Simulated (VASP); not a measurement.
Wanted: the native input for a VASP 6.6.1 run.

```
Task                   : single point
Functional             : r2SCAN
Potentials or basis    : VASP PAW PBE potentials, release 64 (Ga_d, N_h)
Cutoff                 : 1460 eV
k mesh                 : 8 × 8 × 8
Occupations            : gaussian, width 0.1 eV
Spin                   : no spin polarisation
Dipole correction      : no
Further INCAR settings : ALGO = Normal; EDIFF = 1e-06; NBANDS = 16
```

GaN:

```
CELL_PARAMETERS angstrom
0.00000 2.25350 2.25350
2.25350 0.00000 2.25350
2.25350 2.25350 0.00000
ATOMIC_POSITIONS crystal
Ga 0.00000 0.00000 0.00000
N 0.75000 0.75000 0.75000
```

The input as run:

POSCAR

```
GaN
1.0
    0.0000000000      2.2535006075      2.2535006075
    2.2535006075      0.0000000000      2.2535006075
    2.2535006075      2.2535006075      0.0000000000
Ga N
1 1
Direct
    0.0000000000      0.0000000000      0.0000000000
    0.7500000000      0.7500000000      0.7500000000
```

INCAR.step1

```
SYSTEM = GaN
ALGO     = Normal         ! electronic algorithm
EDIFF    = 1E-5           ! SCF threshold, eV
ENCUT    = 1460           ! plane-wave cutoff, eV
GGA      = PE             ! functional
GGA_COMPAT= .False.      
ISMEAR   = 0              ! smearing method
LASPH    = .True.         ! aspherical terms in the spheres
LCHARG   = .False.        ! write CHGCAR
LREAL    = .False.        ! projectors in reciprocal space
LWAVE    = .True.         ! write WAVECAR
NBANDS   = 16             ! bands
NELM     = 120            ! most SCF steps
PREC     = Accurate       ! precision mode
SIGMA    = 0.1            ! smearing width, eV
```

INCAR.step2

```
SYSTEM = GaN
ALGO     = Normal         ! electronic algorithm
EDIFF    = 1E-6           ! SCF threshold, eV
ENCUT    = 1460           ! plane-wave cutoff, eV
GGA_COMPAT= .False.      
ISIF     = 2              ! what is computed and relaxed
ISMEAR   = 0              ! smearing method
ISTART   = 1            
LASPH    = .True.         ! aspherical terms in the spheres
LCHARG   = .True.         ! write CHGCAR
LELF     = .True.         ! ELF
LMIXTAU  = .True.       
LREAL    = .False.        ! projectors in reciprocal space
LVHAR    = .True.       
LWAVE    = .False.        ! write WAVECAR
METAGGA  = R2SCAN         ! meta-GGA
NBANDS   = 16             ! bands
NELM     = 120            ! most SCF steps
PREC     = Accurate       ! precision mode
SIGMA    = 0.1            ! smearing width, eV
```

KPOINTS

```
k-points
0
Gamma
  8 8 8
  0 0 0
```

Potentials or basis: VASP PAW PBE potentials, release 64 (Ga_d, N_h).

Command:

```bash
$ cat potpaw_PBE.64/Ga_d/POTCAR potpaw_PBE.64/N_h/POTCAR > POTCAR
$ cp INCAR.step1 INCAR
$ mpirun -np 1 vasp_std > vasp.out
$ cp INCAR.step2 INCAR
$ mpirun -np 1 vasp_std > vasp.out
```

It gave:

The pressure is -0.1 GPa. The band gap on the k mesh is 2.12 eV.

Caveat: the PAW data sets were made with another functional, which shifts forces and pressure a little.

Run time: 69 s on 1 thread of Intel(R) Xeon(R) 6975P-C (Granite Rapids) (shared host), peak memory 0.3 GiB.
